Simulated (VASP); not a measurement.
Input of a VASP 6.6.1 run:

Contents of INCAR:

```
ALGO = Normal
EDIFF = 1E-6
ENCUT = 520
GGA = PE
ISIF = 2
ISMEAR = 0
IVDW = 12
LASPH = True
LCHARG = False
LREAL = False
LWAVE = False
NBANDS = 15
NELM = 100
PREC = Accurate
SIGMA = 0.1
```

Contents of KPOINTS:

```
k-points
0
Gamma
  16 16 16
```

Contents of POSCAR:

```
ZrC
1.0
    0.0000000000      2.3364723205      2.3364723205
    2.3364723205      0.0000000000      2.3364723205
    2.3364723205      2.3364723205      0.0000000000
Zr C
1 1
Direct
    0.5000000000      0.5000000000      0.5000000000
    0.0000000000      0.0000000000      0.0000000000
```

Potentials or basis: VASP PAW PBE potentials, release 64 (Zr_sv, C).

Launch:

```console
$ cat potpaw_PBE.64/Zr_sv/POTCAR potpaw_PBE.64/C/POTCAR > POTCAR
$ mpirun -np 1 vasp_std > vasp.out
```

(1) What does it give for the band gap on the k mesh?

(2) What does it give for the dispersion energy per atom?

(3) What does it give for the pressure?

## Answers

(1) zero (bands 8 and 9 overlap by 1.31 eV).

(2) -0.407 eV.

(3) 0.2 GPa.
